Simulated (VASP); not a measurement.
Here is a VASP 6.6.1 calculation.

The input INCAR:

```
PREC = Accurate ; ENCUT = 520
EDIFF = 1E-6 ; ISMEAR = 0
SIGMA = 0.1 ; LREAL = False
LASPH = True ; NELM = 80
ALGO = Normal ; ISIF = 2
LWAVE = False ; LCHARG = False
GGA = PE ; NBANDS = 20
```

Contents of KPOINTS:

```
Automatic mesh
0
Gamma
  6 6 2
```

File POSCAR:

```
MgSiN
1.0
    3.1497722200      0.0000000000      0.0000000000
    0.0000000000      3.4207591800      0.0000000000
    0.0000000000      0.0000000000      7.7041606700
Mg Si N
2 2 2
Direct
    0.5000000000      0.5000000000      0.8280000200
    0.0000000000      0.0000000000      0.1719999800
    0.0000000000      0.5000000000      0.6108000100
    0.5000000000      0.0000000000      0.3891999900
    0.5000000000      0.5000000000      0.4450000100
    0.0000000000      0.0000000000      0.5549999900
```

Potentials or basis: VASP PAW PBE potentials, release 64 (Mg, Si, N).

Run with:

```sh
$ cat potpaw_PBE.64/Mg/POTCAR potpaw_PBE.64/Si/POTCAR potpaw_PBE.64/N/POTCAR > POTCAR
$ mpirun -np 1 vasp_std > vasp.out
```

(1) Predict the largest force.

(2) What does it give for the band gap on the k mesh?

Answers

(1) 5.089 eV/Å.

(2) zero (band 11 reaches 6.95 eV, above the bottom of band 12 at 4.74 eV).

Caveat: the k points lie up to 0.41 Å⁻¹ apart; forces of over 1 eV/Å act on the atoms, so gaps and moduli don't describe the material at rest.
